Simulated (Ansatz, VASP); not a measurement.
This is a calculation of PbS for Ansatz 0.2.0.

Contents of input.yaml:

```yaml
crystal:
  lattice:
    - [4.0896976867, 0.0, 0.0]
    - [-2.0448488433, 3.5417820905, 0.0]
    - [0.0, 0.0, 3.788167]
  atoms:
    - { symbol: Pb, position: [0.0, 0.0, 0.0] }
    - { symbol: S, position: [0.6666666667, 0.3333333333, 0.5] }
hamiltonian:
  xc: pbesol
  pseudopotentials: { kind: paw }
  dispersion: d4
kpoints:
  mp_grid: { grid: [8, 8, 7] }
scf:
  occupations: { method: fermi_dirac, width: 0.05 }
output:
  forces: true
  stress: true
  eigenvalues: true
relax:
  f_tol: 0.01
  max_steps: 40
  cell: { stress_tol: 0.05 }
```

Potentials or basis: Ansatz PAW.

The run is started by

```bash
$ ansatz run input.yaml --threads 2 --pin off --max-ram 5632MiB --backend cpu --events-out ev --progress --plain --runs-dir out
```

Problem. Translate it to VASP 6.6.1. Potentials there: VASP PAW PBE potentials, release 64 (Pb_d, S).

Solution. As run (the cutoff follows the program's own potentials):

The input INCAR:

```
PREC = Accurate
ENCUT = 600
EDIFF = 1E-6
ISMEAR = -1
SIGMA = 0.05
LREAL = False
LASPH = True
NELM = 60
ALGO = Normal
ISIF = 3
LWAVE = False
LCHARG = False
GGA = PS
IVDW = 13
IBRION = 2
NSW = 60
EDIFFG = -0.01
```

The input KPOINTS:

```
Automatic mesh
0
Gamma
  8 8 7
```

The input POSCAR:

```
PbS
1.0
    4.0896976867      0.0000000000      0.0000000000
   -2.0448488433      3.5417820905      0.0000000000
    0.0000000000      0.0000000000      3.7881670000
Pb S
1 1
Direct
    0.0000000000      0.0000000000      0.0000000000
    0.6666666667      0.3333333333      0.5000000000
```

Potentials or basis: VASP PAW PBE potentials, release 64 (Pb_d, S).

Command:

```console
$ cat potpaw_PBE.64/Pb_d/POTCAR potpaw_PBE.64/S/POTCAR > POTCAR
$ mpirun -np 1 vasp_std > vasp.out
```

Both were run:

|  | VASP | Ansatz | Ansatz less VASP |
| --- | --- | --- | --- |
| gap on the k mesh at the Fermi level, each at its own relaxed structure (eV) | none | none | - |
| relaxed volume (Å³/atom) | 25.17 | 25.15 | -0.019 |
| relaxed length of the cell vector where the two differ most in proportion (Å) | 3.943 | 3.941 | -0.0015 |

VASP's potentials were made for PBE, not for PBEsol. A gap of «none» marks a metal or a gap that the smearing closes.

Spin-orbit coupling is off throughout. Noted on Ansatz's run: the plane-wave basis is chosen anew once the cell has moved, so the energies of steps on either side of that aren't comparable.
